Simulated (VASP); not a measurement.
A run of VASP 6.6.1 is set up as follows.

INCAR

```
SYSTEM = Sc
ALGO = Normal
EDIFF = 1E-6
ENCUT = 520
GGA = PE
ISIF = 2
ISMEAR = -1
LASPH = .True.
LCHARG = .False.
LREAL = .False.
LWAVE = .False.
NBANDS = 12
NELM = 60
PREC = Accurate
SIGMA = 0.05
```

The input KPOINTS:

```
k-points
0
Gamma
  10 10 10
  0 0 0
```

POSCAR

```
Sc
1.0
   -1.8912941273      1.8912941273      1.6943893030
    1.8912941273     -1.8912941273      1.6943893030
    1.8912941273      1.8912941273     -1.6943893030
Sc
1
Direct
    0.0000000000      0.0000000000      0.0000000000
```

Potentials or basis: VASP PAW PBE potentials, release 64 (Sc_sv).

Run with:

```console
$ cat potpaw_PBE.64/Sc_sv/POTCAR > POTCAR
$ mpirun -np 1 vasp_std > vasp.out
```

(1) Predict the band gap on the k mesh.

(2) What does it give for the pressure?

Answers

(1) zero (an odd number of electrons rules out a gap without spin polarisation).

(2) 1.4 GPa.
